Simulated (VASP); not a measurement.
A run of VASP 6.6.1 is set up as follows.

INCAR

```
PREC     = Accurate       # precision mode
ENCUT    = 600            # plane-wave cutoff, eV
EDIFF    = 1E-6           # SCF threshold, eV
ISMEAR   = 0              # smearing method
SIGMA    = 0.1            # smearing width, eV
LREAL    = F              # projectors in reciprocal space
LASPH    = T              # aspherical terms in the spheres
NELM     = 60             # most SCF steps
ALGO     = Fast           # electronic algorithm
ISIF     = 3              # what is computed and relaxed
LWAVE    = F              # write WAVECAR
LCHARG   = F              # write CHGCAR
GGA      = PS             # functional
IBRION   = 2              # ionic algorithm
NSW      = 100            # ionic steps
EDIFFG   = -0.005         # ionic threshold
```

File KPOINTS:

```
Automatic mesh
0
Gamma
  18 18 10
```

File POSCAR:

```
Os
1.0
    2.7341000000      0.0000000000      0.0000000000
   -1.3670500000      2.3678000565      0.0000000000
    0.0000000000      0.0000000000      4.3197000000
Os
2
Direct
    0.3333333333      0.6666666667      0.2500000000
    0.6666666667      0.3333333333      0.7500000000
```

Potentials or basis: VASP PAW PBE potentials, release 64 (Os).

The run is started by

```bash
$ cat potpaw_PBE.64/Os/POTCAR > POTCAR
$ mpirun -np 1 vasp_std > vasp.out
```

(1) Estimate the band gap on the k mesh.

(2) Estimate the relaxed volume.

Answers

(1) zero (bands 8 and 9 overlap by 3.99 eV).

(2) 13.91 Å³/atom.

Caveat: the PAW data sets were made with another functional, which shifts forces and pressure a little; spin-orbit coupling is left out, which moves the levels of the heavy elements.
